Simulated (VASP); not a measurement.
A run of VASP 6.6.1 is set up as follows.

Contents of POSCAR:

```
CdSe
1.0
    0.0000000000      3.0702711986      3.0702711986
    3.0702711986      0.0000000000      3.0702711986
    3.0702711986      3.0702711986      0.0000000000
Cd Se
1 1
Direct
    0.0000000000      0.0000000000      0.0000000000
    0.2500000000      0.2500000000      0.2500000000
```

Contents of INCAR.step1:

```
SYSTEM = CdSe
  PREC = Accurate
  ENCUT = 520
  EDIFF = 1E-5
  ISMEAR = -1
  SIGMA = 0.05
  LREAL = .False.
  LASPH = .True.
  NELM = 100
  ALGO = Normal
  ISIF = 2
  LWAVE = .True.
  NBANDS = 16
  GGA = PE
```

File INCAR.step2:

```
SYSTEM = CdSe
  PREC = Accurate
  ENCUT = 520
  EDIFF = 1E-6
  ISMEAR = -1
  SIGMA = 0.05
  LREAL = .False.
  LASPH = .True.
  NELM = 100
  ALGO = Normal
  ISIF = 2
  LWAVE = .False.
  LCHARG = .True.
  GGA = PE
  LHFCALC = .True.
  HFSCREEN = 0.2079
  PRECFOCK = Normal
  LELF = .True.
  LVHAR = .True.
  NBANDS = 16
  ISTART = 1
```

Contents of KPOINTS:

```
Automatic mesh
0
Gamma
  4 4 4
  0 0 0
```

Potentials or basis: VASP PAW PBE potentials, release 64 (Cd, Se).

Command:

```sh
$ cat potpaw_PBE.64/Cd/POTCAR potpaw_PBE.64/Se/POTCAR > POTCAR
$ cp INCAR.step1 INCAR
$ mpirun -np 1 vasp_std > vasp.out
$ cp INCAR.step2 INCAR
$ mpirun -np 1 vasp_std > vasp.out
```

Problem. Estimate the pressure.

Solution. 0.4 GPa.

Problem. Estimate the band gap on the k mesh.

Solution. 1.50 eV.

Caveat: the k points lie up to 0.44 Å⁻¹ apart; the PAW data sets were made with another functional, which shifts forces and pressure a little.
